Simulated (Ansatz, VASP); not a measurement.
SnO2 in VASP and in Ansatz

```
Sn O
1.0
     0.00000    2.57159    2.57159
     2.57159    0.00000    2.57159
     2.57159    2.57159    0.00000
Sn O
1 2
Direct
  0.00000 0.00000 0.00000
  0.25000 0.25000 0.25000
  0.75000 0.75000 0.75000
```

Alike in both runs: functional PBE; k mesh 12 × 12 × 12; occupations fermi-dirac, width 0.08 eV; no spin polarisation.

Ansatz relaxed the structure, and its values are those at the end. VASP's run is a single point on that final structure, the one shown.

|  | VASP | Ansatz |
| --- | --- | --- |
| version | VASP 6.6.1 | Ansatz 0.2.0 |
| potentials or method | VASP PAW PBE potentials, release 64 (Sn_d, O) | PAW with Ansatz's default frozen-core files, scalar-relativistic |
| plane-wave cutoff (eV) | 520 | 420 |
| valence electrons in the cell | 26 | 26 |

Ansatz gave:

| Quantity | Value |
| --- | --- |
| pressure (GPa) | 0.0 |

Task: What did VASP give for the same quantities?

Result: Pressure (GPa): 0.6.
